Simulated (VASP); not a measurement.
Ti:

```
Ti
1.0
     2.95000    0.00000    0.00000
    -1.47500    2.55477    0.00000
     0.00000    0.00000    4.68000
Ti
2
Direct
  0.66667 0.33333 0.75000
  0.33333 0.66667 0.25000
```

Base run:

- Program: VASP 6.6.1
- Functional: LDA
- Potentials or basis: VASP PAW LDA potentials, release 64 (Ti_sv)
- Cutoff: 520 eV
- k mesh: 10 × 10 × 6
- Occupations: fermi-dirac, width 0.05 eV
- Spin: no spin polarisation

Its results: band gap on the k mesh zero (band 12 reaches 8.67 eV, above the bottom of band 13 at 7.73 eV); pressure -9.8 GPa.

Question: The run is repeated on the same cell with these changes: k mesh from 10 × 10 × 6 to 6 × 6 × 3. What comes out?

Answer: Band gap on the k mesh zero (band 12 reaches 8.66 eV, above the bottom of band 13 at 7.84 eV); pressure -9.3 GPa.

Caveats: some runs use coarse meshes.
